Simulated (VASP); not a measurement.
Crystal: EuFe3.

```
CELL_PARAMETERS angstrom
3.96284 0.00000 0.00000
0.00000 3.96284 0.00000
0.00000 0.00000 3.96284
ATOMIC_POSITIONS crystal
Eu 0.00000 0.00000 0.00000
Fe 0.00000 0.50000 0.50000
Fe 0.50000 0.50000 0.00000
Fe 0.50000 0.00000 0.50000
```

Base run:

* Program: VASP 6.6.1
* Functional: PBE
* Potentials or basis: VASP PAW PBE potentials, release 64 (Eu, Fe)
* Cutoff: 520 eV
* k mesh: 8 × 8 × 8, shifted
* Occupations: gaussian, width 0.05 eV
* Spin: collinear spin, ferrimagnetic start
* Starting moments: [7.0, -2.5, -2.5, -2.5] μB

Its results: pressure 0.4 GPa; net moment -0.50 μB per cell; site moments Eu +6.46; Fe -2.46 μB.

Task: The run is repeated on the same cell with these changes: k mesh from 8 × 8 × 8, shifted to 8 × 8 × 8, through Γ; further incar settings from ALGO = Normal; EDIFF = 1e-06; NBANDS = 32 to ALGO = Normal; EDIFF = 1e-07; NBANDS = 32. What comes out?

Result: Pressure 0.0 GPa; net moment -0.31 μB per cell; site moments Eu +6.48; Fe -2.42 μB.
